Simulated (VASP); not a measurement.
Input of a VASP 6.6.1 run:

File INCAR:

```
PREC = Accurate
ENCUT = 520
EDIFF = 1E-7
ISMEAR = -1
SIGMA = 0.05
LREAL = False
LASPH = True
NELM = 80
ALGO = Normal
ISIF = 2
LWAVE = False
LCHARG = False
GGA = PE
NBANDS = 16
```

The input KPOINTS:

```
Automatic mesh
0
Gamma
  11 11 11
```

POSCAR

```
GaAs
1.0
    0.0000000000      2.8268500000      2.7985815000
    2.8268500000      0.0000000000      2.7985815000
    2.8268500000      2.8268500000      0.0000000000
Ga As
1 1
Direct
    0.0000000000      0.0000000000      0.0000000000
    0.7500000000      0.7500000000      0.7500000000
```

Potentials or basis: VASP PAW PBE potentials, release 64 (Ga_d, As).

The run is started by

```bash
$ cat potpaw_PBE.64/Ga_d/POTCAR potpaw_PBE.64/As/POTCAR > POTCAR
$ mpirun -np 1 vasp_std > vasp.out
```

Q: What does it give for the pressure?

A: 4.3 GPa.

Q: Predict the band gap on the k mesh.

A: 0.56 eV.

Stress tensor (GPa, compression positive):
```
4.08 0.00 0.00
0.00 4.08 0.00
0.00 0.00 4.66
```

Caveat: the cell differs from its parent crystal (zz strain of -1 %); the cell stands under pressure; an odd mesh through Γ misses points on the zone boundary, where band edges can lie.
